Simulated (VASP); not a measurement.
Input of a VASP 6.6.1 run:

POSCAR

```
PbSe
1.0
    3.7843220000      0.0000000000      0.0000000000
    0.0000000000      3.7843220000      0.0000000000
    0.0000000000      0.0000000000      3.7843220000
Pb Se
1 1
Direct
    0.0000000000      0.0000000000      0.0000000000
    0.5000000000      0.5000000000      0.5000000000
```

INCAR.step1

```
SYSTEM = PbSe
PREC = Accurate
ENCUT = 520
EDIFF = 1E-5
ISMEAR = -1
SIGMA = 0.05
LREAL = .False.
LASPH = .True.
NELM = 100
ALGO = Normal
ISIF = 2
LWAVE = .True.
LCHARG = .False.
NBANDS = 17
GGA = PE
```

The input INCAR.step2:

```
SYSTEM = PbSe
PREC = Accurate
ENCUT = 520
EDIFF = 1E-6
ISMEAR = -1
SIGMA = 0.05
LREAL = .False.
LASPH = .True.
NELM = 100
ALGO = Normal
ISIF = 2
LWAVE = .False.
LCHARG = .False.
GGA = PE
LHFCALC = .True.
HFSCREEN = 0.2079
PRECFOCK = Normal
NBANDS = 17
ISTART = 1
```

File KPOINTS:

```
Automatic mesh
0
Gamma
  4 4 4
  0 0 0
```

Potentials or basis: VASP PAW PBE potentials, release 64 (Pb_d, Se).

Command:

```sh
$ cat potpaw_PBE.64/Pb_d/POTCAR potpaw_PBE.64/Se/POTCAR > POTCAR
$ cp INCAR.step1 INCAR
$ mpirun -np 1 vasp_std > vasp.out
$ cp INCAR.step2 INCAR
$ mpirun -np 1 vasp_std > vasp.out
```

**Question.** Predict the band gap on the k mesh.

**Answer.** Zero (bands 10 and 11 overlap by 0.28 eV).

**Question.** Estimate the pressure.

**Answer.** -1.1 GPa.

Caveat: the k points lie up to 0.42 Å⁻¹ apart; the PAW data sets were made with another functional, which shifts forces and pressure a little; spin-orbit coupling is left out, which moves the levels of the heavy elements.
